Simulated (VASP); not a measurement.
# Bi (Fd-3m) in VASP: a series of runs

Bi is run at these levels: LDA; tasks: single point.

Program: VASP 6.6.1. These are calculated values, not measurements. Logs are shortened: lines on timing, memory, paths and dates and some standing lists are left out, and cuts for length are marked.

**1. The cell of the first run**

It takes space group Fd-3m (No. 227, cubic). The conventional cell has a = 6.812 Å, b = 6.812 Å, c = 6.812 Å, α = 90.00°, β = 90.00°, γ = 90.00°. Within 3.9 Å of Bi (site symmetry -43m) lie 4 Bi at 2.95 Å.

This isn't the form of Bi at room conditions, which is rhombohedral.

**2. Single point, LDA (39.52 Å³/atom)**

INCAR reads:

```
SYSTEM = Bi
PREC = Accurate ; ENCUT = 520
EDIFF = 1E-6 ; ISMEAR = -1
SIGMA = 0.1 ; LREAL = .FALSE.
LASPH = .TRUE. ; NELM = 80
ALGO = Normal ; ISIF = 2
LWAVE = .FALSE. ; LCHARG = .TRUE.
LELF = .TRUE. ; LVHAR = .TRUE.
NBANDS = 22
```

KPOINTS reads:

```
Automatic mesh
0
G
  9 9 9
  0 0 0
```

POSCAR reads:

```
Bi
1.0
    0.0000000000      3.4061747763      3.4061747763
    3.4061747763      0.0000000000      3.4061747763
    3.4061747763      3.4061747763      0.0000000000
Bi
2
Direct
    0.1250000000      0.1250000000      0.1250000000
    0.8750000000      0.8750000000      0.8750000000
```

Potentials or basis: VASP PAW LDA potentials, release 64 (Bi_d).

Started as:

```bash
> cat potpaw_LDA.64/Bi_d/POTCAR > POTCAR
> mpirun -np 1 vasp_std > vasp.out
```

OUTCAR:

```text
SYSTEM = Bi
   PREC = Accurate
   ENCUT = 520
   EDIFF = 1E-6
   ISMEAR = -1
   LREAL = .FALSE.
   LASPH = .TRUE.
   NELM = 80
   ISIF = 2

 ion  position               nearest neighbor table
   1  0.125  0.125  0.125-   2 2.95   2 2.95   2 2.95   2 2.95
   2  0.875  0.875  0.875-   1 2.95   1 2.95   1 2.95   1 2.95

  LATTYP: Found a face centered cubic cell.
 ALAT       =     6.8123495526

  Lattice vectors:

 A1 = (   0.0000000000,   3.4061747763,   3.4061747763)
 A2 = (   3.4061747763,   0.0000000000,   3.4061747763)
 A3 = (   3.4061747763,   3.4061747763,   0.0000000000)

Analysis of symmetry for initial positions (statically):
=====================================================================
 Subroutine PRICEL returns:
 Original cell was already a primitive cell.

 Routine SETGRP: Setting up the symmetry group for a
 face centered cubic supercell.

 Subroutine GETGRP returns: Found 48 space group operations
 (whereof 12 operations were pure point group operations)
 out of a pool of 48 trial point group operations.

The static configuration has the point symmetry D_3d.
 The point group associated with its full space group is O_h .

Analysis of symmetry for dynamics (positions and initial velocities):
=====================================================================
 Subroutine PRICEL returns:
 Original cell was already a primitive cell.

 Routine SETGRP: Setting up the symmetry group for a
 face centered cubic supercell.

 Subroutine GETGRP returns: Found 48 space group operations
 (whereof 12 operations were pure point group operations)
 out of a pool of 48 trial point group operations.

The dynamic configuration has the point symmetry D_3d.
 The point group associated with its full space group is O_h .

 Subroutine INISYM returns: Found 48 space group operations
 (whereof 12 operations are pure point group operations),
 and found     1 'primitive' translations

----------------------------------------------------------------------------------------

                                     Primitive cell

  volume of cell :      79.0371

  direct lattice vectors                    reciprocal lattice vectors
     0.000000000  3.406174776  3.406174776    -0.146792233  0.146792233  0.146792233
     3.406174776  0.000000000  3.406174776     0.146792233 -0.146792233  0.146792233
     3.406174776  3.406174776  0.000000000     0.146792233  0.146792233 -0.146792233

  length of vectors
     4.817058564  4.817058564  4.817058564     0.254251605  0.254251605  0.254251605

  position of ions in fractional coordinates (direct lattice)
     0.125000000  0.125000000  0.125000000
     0.875000000  0.875000000  0.875000000

  ion indices of the primitive-cell ions
   primitive index   ion index
                 1           1
                 2           2

----------------------------------------------------------------------------------------

 KPOINTS: Automatic mesh

Automatic generation of k-mesh.
 Grid dimensions read from file:
 generate k-points for:    9    9    9

 Generating k-lattice:

  Cartesian coordinates                     Fractional coordinates (reciprocal lattice)
    -0.016310248  0.016310248  0.016310248     0.111111111  0.000000000  0.000000000
     0.016310248 -0.016310248  0.016310248     0.000000000  0.111111111  0.000000000
     0.016310248  0.016310248 -0.016310248     0.000000000  0.000000000  0.111111111

  Length of vectors
     0.028250178  0.028250178  0.028250178

  Shift w.r.t. Gamma in fractional coordinates (k-lattice)
     0.000000000  0.000000000  0.000000000

 Subroutine IBZKPT returns following result:
 ===========================================

 Found     35 irreducible k-points:

 Following reciprocal coordinates:
            Coordinates               Weight
  0.000000  0.000000  0.000000      1.000000
  0.111111  0.000000  0.000000      8.000000
  0.222222  0.000000  0.000000      8.000000
  0.333333  0.000000  0.000000      8.000000
  0.444444  0.000000  0.000000      8.000000
  0.111111  0.111111  0.000000      6.000000
[... 16 lines left out ...]
 -0.333333  0.333333  0.000000     12.000000
  0.444444  0.444444  0.000000      6.000000
 [... further k-points ...]
   k-points           NKPTS =     35   k-points in BZ     NKDIM =     35   number of bands    NBANDS=     22
   number of dos      NEDOS =    301   number of ions     NIONS =      2
   total plane-waves  NPLWV =  46656
   dimension x,y,z NGX =    36 NGY =   36 NGZ =   36
   dimension x,y,z NGXF=    72 NGYF=   72 NGZF=   72
   ions per type =               2
   NGX,Y,Z   is equivalent  to a cutoff of  12.42, 12.42, 12.42 a.u.
   NGXF,Y,Z  is equivalent  to a cutoff of  24.85, 24.85, 24.85 a.u.
 SYSTEM =  Bi
   PREC   = accura    normal or accurate (medium, high low for compatibility)
   ISTART =      0    job   : 0-new  1-cont  2-samecut
   ICHARG =      2    charge: 1-file 2-atom 10-const
   ISPIN  =      1    spin polarized calculation?
   LNONCOLLINEAR =      F non collinear calculations
   LSORBIT =      F    spin-orbit coupling
   LASPH  =      T    aspherical Exc in radial PAW
   ENCUT  =  520.0 eV  38.22 Ry    6.18 a.u.   8.96  8.96  8.96*2*pi/ulx,y,z
   NELM   =     80;   NELMIN=  2; NELMDL= -5     # of ELM steps
   EDIFF  = 0.1E-05   stopping-criterion for ELM
   LREAL  =      F    real-space projection
   EDIFFG = 0.1E-04   stopping-criterion for IOM
   NSW    =      0    number of steps for IOM
   IBRION =     -1    ionic relax: 0-MD 1-quasi-New 2-CG
   NFREE  =      0    steps in history (QN), initial steepest desc. (CG)
   ISIF   =      2    stress and relaxation
   ISYM   =      2    0-nonsym 1-usesym 2-fastsym
   POTIM  = 0.5000    time-step for ionic-motion
   TEBEG  =    0.0;   TEEND  =   0.0 temperature during run
   PSTRESS=    0.0 pullay stress
   NELECT =      30.0000    total number of electrons
   NUPDOWN=      -1.0000    fix difference up-down
   EMIN   =  10.00;   EMAX   =-10.00  energy-range for DOS
   EFERMI =   0.00;   METHOD = LEGACY
   ISMEAR =    -1;   SIGMA  =   0.10  broadening in eV -4-tet -1-fermi 0-gaus
   EFERMI_NEDOS =   21; number of points for ismear=-14 and -15
   IALGO  =     38    algorithm
   IMIX   =      4    mixing-type and parameters
     AMIX     =   0.40;   BMIX     =  1.00
     AMIX_MAG =   1.60;   BMIX_MAG =  1.00
  volume/ion in A,a.u.               =      39.52       266.68
  Fermi-wavevector in a.u.,A,eV,Ry     =   1.185327  2.239944 19.116200  1.405001
  Thomas-Fermi vector in A             =   2.321523
   LORBIT       =      0    0 simple, 1 ext, 2 COOP (PROOUT), +10 PAW based schemes
   GGA     = CA    functional components
   LHFCALC =     F    Hartree Fock is set to
   AEXX    =    0.0000 exact exchange contribution
   IVDW    =     0    specifies the selected vdW correction
   LEPSILON=     F    determine dielectric tensor
   LRPA    =     F    only Hartree local field effects (RPA)
 non-spin polarized calculation
  energy-cutoff  :      520.00
  volume of cell :       79.04
 maximum number of plane-waves:      2159
   NGX = 17   NGY = 17   NGZ = 17

 number of electron      29.9999991 magnetization

 Free energy of the ion-electron system (eV)
  ---------------------------------------------------
  ext. energy  EPLUGINS =         0.00000000
  ---------------------------------------------------
  free energy    TOTEN  =        -8.36866071 eV

  energy without entropy =       -8.32273315  energy(sigma->0) =       -8.34569693

 E-fermi :   5.1012     XC(G=0):  -9.0629

 val. band max:        5.0692119283   @ k =  -0.4444   0.4444   0.1111
 cond. band min:       5.1052634889   @ k =   0.4444   0.3333   0.0000
 fundamental gap:      0.0360515606
 Fermi energy:         5.1012044510

 k-point     1 :       0.0000    0.0000    0.0000
  band No.  band energies     occupation
      1     -17.8867      2.00000
      2     -17.8867      2.00000
      3     -17.8867      2.00000
      4     -17.8129      2.00000
      5     -17.8129      2.00000
      6     -17.5085      2.00000
[... 14 lines left out ...]
     21      12.4768      0.00000
     22      12.4989      0.00000

 k-point     2 :       0.1111    0.0000    0.0000
  band No.  band energies     occupation
      1     -17.8944      2.00000
      2     -17.8944      2.00000
      3     -17.8837      2.00000
      4     -17.8020      2.00000
      5     -17.8020      2.00000
      6     -17.5312      2.00000
[... 14 lines left out ...]
     21      11.6749      0.00000
     22      12.0991      0.00000

 k-point     3 :       0.2222    0.0000    0.0000
  band No.  band energies     occupation
      1     -17.9075      2.00000
      2     -17.9075      2.00000
      3     -17.8757      2.00000
      4     -17.7811      2.00000
      5     -17.7810      2.00000
      6     -17.5525      2.00000
[... 14 lines left out ...]
     21      11.3466      0.00000
     22      11.9639      0.00000

 k-point     4 :       0.3333    0.0000    0.0000
  band No.  band energies     occupation
      1     -17.9172      2.00000
      2     -17.9172      2.00000
      3     -17.8662      2.00000
      4     -17.7636      2.00000
      5     -17.7636      2.00000
      6     -17.5674      2.00000
[... 14 lines left out ...]
     21      11.6224      0.00000
     22      12.8609      0.00000

 k-point     5 :       0.4444    0.0000    0.0000
  band No.  band energies     occupation
      1     -17.9218      2.00000
      2     -17.9218      2.00000
      3     -17.8596      2.00000
      4     -17.7547      2.00000
      5     -17.7547      2.00000
      6     -17.5742      2.00000
[... 417 lines left out ...]
 k-point    22 :      -0.4444    0.3333    0.0000
  band No.  band energies     occupation
      1     -17.9546      2.00000
      2     -17.9369      2.00000
      3     -17.8020      2.00000
      4     -17.7150      2.00000
      5     -17.6899      2.00000
      6     -17.6560      2.00000
[... 14 lines left out ...]
     21      13.0116      0.00000
     22      14.3627      0.00000

 k-point    23 :      -0.3333    0.3333    0.0000
  band No.  band energies     occupation
      1     -17.9588      2.00000
      2     -17.9369      2.00000
      3     -17.7967      2.00000
      4     -17.6967      2.00000
      5     -17.6878      2.00000
      6     -17.6694      2.00000
[... 14 lines left out ...]
     21      13.5956      0.00000
     22      14.1525      0.00000

 k-point    24 :       0.4444    0.4444    0.0000
  band No.  band energies     occupation
      1     -17.9373      2.00000
      2     -17.9373      2.00000
      3     -17.8204      2.00000
      4     -17.7611      2.00000
      5     -17.6862      2.00000
      6     -17.6334      2.00000
[... 14 lines left out ...]
     21      14.3029      0.00000
     22      14.4917      0.00000

 [... further k-points ...]

------------------------ aborting loop because EDIFF is reached ----------------------------------------

  FORCE on cell =-STRESS in cart. coord.  units (eV):
  Direction    XX          YY          ZZ          XY          YZ          ZX
  --------------------------------------------------------------------------------------
  -------------------------------------------------------------------------------------
  Total        2.8985530      2.8985530      2.8985530      0.0000000     -0.0000000     -0.0000000
  in kB       58.7571943     58.7571943     58.7571943      0.0000000     -0.0000000     -0.0000000
  external PRESSURE =      58.7571943 kB  Pullay stress =       0.0000000 kB

 VOLUME and BASIS-vectors are now :
 -----------------------------------------------------------------------------
  energy-cutoff  :      520.00
  volume of cell :       79.04
      direct lattice vectors                 reciprocal lattice vectors
     0.000000000  3.406174776  3.406174776    -0.146792233  0.146792233  0.146792233
     3.406174776  0.000000000  3.406174776     0.146792233 -0.146792233  0.146792233
     3.406174776  3.406174776  0.000000000     0.146792233  0.146792233 -0.146792233

 POSITION                                       TOTAL-FORCE (eV/Angst)
 -----------------------------------------------------------------------------------
      0.85154      0.85154      0.85154        -0.000000     -0.000000     -0.000000
      5.96081      5.96081      5.96081         0.000000      0.000000      0.000000
 -----------------------------------------------------------------------------------
    total drift:                                0.000000      0.000000      0.000000

  FREE ENERGIE OF THE ION-ELECTRON SYSTEM (eV)
  ---------------------------------------------------
  free  energy   TOTEN  =        -8.3686607077 eV

  energy  without entropy=       -8.3227331536  energy(sigma->0) =       -8.34569693
```

It took 2.2 min on 1 thread of Intel Xeon 8259CL, shared host; peak memory 0.16 GiB.

Results:

* Free energy: -8.3687 eV
* Pressure: 5.9 GPa
* Band gap on the k mesh: zero (bands 15 and 16 overlap by 0.98 eV)

Caveat: the cell stands under pressure; spin-orbit coupling is left out, which moves the levels of the heavy elements.

**3. Single point, LDA (41.31 Å³/atom)**

This run uses another cell than the first one, of 41.31 Å³/atom.

INCAR reads:

```
PREC = Accurate
ENCUT = 520
EDIFF = 1E-6
ISMEAR = -1
SIGMA = 0.1
LREAL = False
LASPH = True
NELM = 80
ALGO = Normal
ISIF = 2
LWAVE = False
LCHARG = True
GGA = CA
LELF = True
LVHAR = True
NBANDS = 22
```

KPOINTS reads:

```
regular mesh
0
Gamma
  9 9 9
```

POSCAR reads:

```
Bi
1.0
    0.0000000000      3.4570207020      3.4570207020
    3.4570207020      0.0000000000      3.4570207020
    3.4570207020      3.4570207020      0.0000000000
Bi
2
Direct
    0.1250000000      0.1250000000      0.1250000000
    0.8750000000      0.8750000000      0.8750000000
```

Potentials or basis: VASP PAW LDA potentials, release 64 (Bi_d).

Started as:

```bash
> cat potpaw_LDA.64/Bi_d/POTCAR > POTCAR
> mpirun -np 1 vasp_std > vasp.out
```

Wall time 2.1 min (1 thread of Intel Xeon 8259CL, shared host); peak memory 0.16 GiB.

It converged, with:

- Free energy: -8.4739 eV
- Pressure: 3.5 GPa
- Band gap on the k mesh: zero (bands 15 and 16 overlap by 0.88 eV)

Levels at points of the mesh, in eV from the Fermi level:
```tsv
k point	band 11	band 12	band 13	band 14	band 15	band 16	band 17	band 18	band 19	band 20
(0.00, 0.00, 0.00)	-13.23	-7.24	-1.40	-1.40	-1.40	0.90	0.90	0.90	3.24	7.28
```

Caveat: the cell stands under pressure; spin-orbit coupling is left out, which moves the levels of the heavy elements.

The gap in the log of VASP goes by the Fermi energy; the results here count the filled bands.